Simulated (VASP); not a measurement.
BaH2:

```
CELL_PARAMETERS angstrom
4.46203 0.00000 0.00000
-2.23101 3.86423 0.00000
0.00000 0.00000 6.05529
ATOMIC_POSITIONS crystal
Ba 0.33333 0.66667 0.25000
Ba 0.66667 0.33333 0.75000
H 0.00000 0.00000 0.00000
H 0.00000 0.00000 0.50000
H 0.66667 0.33333 0.25000
H 0.33333 0.66667 0.75000
```

```yaml
Program: VASP 6.6.1
Task: relaxation of cell and atoms
Functional: PBEsol
Potentials_or_basis: VASP PAW PBE potentials, release 64 (Ba_sv, H)
Cutoff: 600 eV
k_mesh: 7 × 7 × 5
Occupations: fermi-dirac, width 0.05 eV
Spin: no spin polarisation
```

At the start: pressure -1.7 GPa; volume 17.40 Å³/atom.

Task: How do energy, volume and symmetry change on relaxing?

Result: Over 6 steps the energy falls by 5.4 meV/atom and the volume is 16.44 Å³/atom (-5.5 %); space group P6_3/mmc (No. 194, to 0.1 Å) before and after.

Step by step:
| step | energy change (eV) | largest force (eV/Å) | pressure (GPa) | volume (Å³) |
| --- | --- | --- | --- | --- |
| 1 | 0.0000 | 0.0000 | -1.71 | 104.41 |
| 2 | -0.0224 | 0.0000 | -0.82 | 101.62 |
| 3 | -0.0284 | 0.0000 | -0.09 | 99.56 |
| 4 | -0.0285 | 0.0000 | 0.01 | 99.29 |
| 5 | -0.0304 | 0.0000 | 0.00 | 99.10 |
| 6 | -0.0325 | 0.0000 | 0.02 | 98.65 |

Final structure:
```
Ba H
1.0
     4.40675    0.00000    0.00000
    -2.20338    3.81636    0.00000
     0.00000    0.00000    5.86572
Ba H
2 4
Cartesian
  0.0000 2.5442 1.4664
  2.2034 1.2721 4.3993
  0.0000 0.0000 0.0000
  0.0000 0.0000 2.9329
  2.2034 1.2721 1.4664
  0.0000 2.5442 4.3993
```

Caveat: the PAW data sets were made with another functional, which shifts forces and pressure a little.
